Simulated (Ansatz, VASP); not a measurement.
# CsPbCl3: VASP beside Ansatz

```
CELL_PARAMETERS angstrom
5.60500 0.00000 0.00000
0.00000 5.60500 0.00000
0.00000 0.00000 5.60500
ATOMIC_POSITIONS crystal
Cs 0.00000 0.00000 0.00000
Pb 0.50000 0.50000 0.50000
Cl 0.50000 0.50000 0.00000
Cl 0.00000 0.50000 0.50000
Cl 0.50000 0.00000 0.50000
```

Alike in both runs: task relaxation of cell and atoms; functional PBEsol; k mesh 6 × 6 × 6; occupations fermi-dirac, width 0.02 eV; no spin polarisation.

```csv
,VASP,Ansatz
version,VASP 6.6.1,Ansatz 0.2.0
potentials or method,"VASP PAW PBE potentials, release 64 (Cs_sv, Pb_d, Cl), cutoff 600 eV",PAW plane waves
valence electrons in the cell,44,44
```

|  | VASP | Ansatz | Ansatz less VASP |
| --- | --- | --- | --- |
| gap on the k mesh at the Fermi level, each at its own relaxed structure (eV) | 1.83 | 1.84 | +0.009 |
| relaxed volume (Å³/atom) | 35.43 | 35.48 | +0.041 |
| relaxed length of the cell vector where the two differ most in proportion (Å) | 5.617 | 5.619 | +0.0022 |

VASP's potentials were made for PBE, not for PBEsol, and Ansatz warns of the same on its side.

Neither program's run includes spin-orbit coupling.
